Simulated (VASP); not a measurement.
Runs of VASP 6.6.1 on CuMo. The structure is that of space group P-6m2 (No. 187), or close to it. The cells are those of the table. The cell was generated, and may not be a known phase.

| task | spin | cell | k mesh | cutoff (eV) | gap on the mesh (eV) | pressure (GPa) |
| --- | --- | --- | --- | --- | --- | --- |
| relaxation of cell and atoms | off | relaxed from a = 3.089, b = 3.089, c = 3.013 Å, angles 90.0, 90.0, 120.0°, 2 atoms | 6 × 6 × 6 | 600 | none | -0.1 |
| single point | collinear | a = 2.679, b = 2.679, c = 4.551 Å, angles 90.0, 90.0, 120.0°, 2 atoms | 6 × 6 × 4 | 520 | none | 0.4 |
| single point | off | a = 2.679, b = 2.679, c = 4.551 Å, angles 90.0, 90.0, 120.0°, 2 atoms | 6 × 6 × 6 | 520 | none | 0.4 |
| single point | off | a = 3.089, b = 3.089, c = 3.013 Å, angles 90.0, 90.0, 120.0°, 2 atoms | 6 × 6 × 6 | 520 | none | 60.6 |
| single point | off | a = 2.677, b = 2.677, c = 4.568 Å, angles 90.0, 90.0, 120.0°, 2 atoms | 24 × 24 × 12 | 520 | none | (a) |

Alike in all rows: level PBE; potentials or basis VASP PAW PBE potentials, release 64 (Cu, Mo_sv); smearing gaussian 0.1 eV.

Problem. Estimate the missing entries.

Solution. (a) 0.2.

Caveats: some runs use coarse meshes; a cell axis changed by over 15 % at a fixed basis, so the end point is rough (at least some runs).

A k mesh can miss the band edges, and the runs leave out spin-orbit coupling on Mo.

A gap of «none» marks levels without a gap at the run's occupations.
